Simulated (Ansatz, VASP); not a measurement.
## Two plane-wave programs on Ni

```
CELL_PARAMETERS angstrom
0.00000 1.76715 1.76715
1.76715 0.00000 1.76715
1.76715 1.76715 0.00000
ATOMIC_POSITIONS crystal
Ni 0.00000 0.00000 0.00000
```

Change from the starting cell: parallel moments scaled by 0.1, free total moment.

Alike in both runs: task single point; functional r2SCAN; k mesh 11 × 11 × 11; occupations fermi-dirac, width 0.05 eV; collinear spin.

```csv
,VASP,Ansatz
version,VASP 6.6.1,Ansatz 0.2.0
potentials or method,"VASP PAW PBE potentials, release 64 (Ni), cutoff 520 eV","PAW, plane waves, scalar-relativistic"
valence electrons in the cell,10,18
```

```csv
,VASP,Ansatz,Ansatz less VASP
pressure (GPa),-8.6,-8.7,-0.11
net moment per atom (μB),0.77,0.80,+0.037
size of the moment on the site where the two differ most (μB),0.79,0.87,+0.081
```

VASP's potentials were made for PBE, not for r2SCAN. Site moments also hang on the region over which each program counts them. With one functional, cell and mesh, what is left measures potentials, basis and numerics. VASP's potentials hold 10 valence electrons a cell and Ansatz's 18, so a difference there can come from the potentials and not from the codes. Ansatz's warnings: stability check not made.
